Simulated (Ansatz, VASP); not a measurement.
Two plane-wave programs on Bi2Te2O

```xyz
5
Lattice="5.5226 0.0000 0.0000 -2.7613 4.7827 0.0000 0.0000 0.0000 8.1595" Properties=species:S:1:pos:R:3 pbc="T T T"
Bi    0.0000    0.0000    5.2526
Bi    0.0000    0.0000    2.9070
Te    0.0000    0.0000    7.2171
Te    0.0000    0.0000    0.9424
O     0.0000    0.0000    4.0798
```

Alike in both runs: task single point; functional PBE; k mesh 6 × 6 × 2; occupations gaussian, width 0.1 eV; no spin polarisation.

|  | VASP | Ansatz |
| --- | --- | --- |
| version | VASP 6.6.1 | Ansatz 0.2.0 |
| potentials or method | VASP PAW PBE potentials, release 64 (Bi_d, Te, O), cutoff 520 eV | scalar-relativistic, plane waves, PAW |
| valence electrons in the cell | 48 | 68 |

|  | VASP | Ansatz | Ansatz less VASP |
| --- | --- | --- | --- |
| rms of the force components (eV/Å) | 48.289 | 57.319 | +9.0305 |

Atom by atom the forces differ by 9.135 eV/Å (rms over components). VASP's potentials hold 48 valence electrons a cell and Ansatz's 68, so a difference there can come from the potentials and not from the codes.

Spin-orbit coupling is off throughout.
